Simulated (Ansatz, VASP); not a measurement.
C: VASP beside Ansatz

```xyz
8
Lattice="0.0000 -4.2535 0.0000 -2.4558 -2.1268 -3.5618 2.4558 -2.1268 -3.5618" Properties=species:S:1:pos:R:3 pbc="T T T"
C     0.0619   -5.6093   -3.5618
C     0.0000   -3.5444    0.0000
C    -1.2279   -3.5444   -3.5618
C     1.2279   -3.5444   -3.5618
C     0.0000   -2.8358   -3.5618
C     2.4558   -2.8358   -3.5618
C    -1.2279   -4.9626   -3.5618
C     1.2279   -4.9626   -3.5618
```

Alike in both runs: task single point; functional r2SCAN; k mesh 8 × 8 × 8; occupations gaussian, width 0.05 eV; no spin polarisation.

|  | VASP | Ansatz |
| --- | --- | --- |
| version | VASP 6.6.1 | Ansatz 0.2.0 |
| potentials or method | VASP PAW PBE potentials, release 64 (C), cutoff 520 eV | scalar-relativistic, plane waves, PAW |
| valence electrons in the cell | 32 | 32 |

Ansatz gave:

```
gap on the k mesh at the Fermi level (eV)                     : 0.12
least direct gap on the mesh (eV)                             : 0.31
pressure (GPa)                                                : 1.0
traceless stress, the component that is largest in VASP (GPa) : 2.07
rms of the force components (eV/Å)                            : 1.450
```

**Question.** Estimate VASP's values.

**Answer.** gap on the k mesh at the Fermi level (eV): 0.12; least direct gap on the mesh (eV): 0.31; pressure (GPa): 1.6; traceless stress, the component that is largest in VASP (GPa): 2.48; rms of the force components (eV/Å): 1.455.

VASP's potentials were made for PBE, not for r2SCAN. Atom by atom the forces differ by 0.008 eV/Å (rms over components).
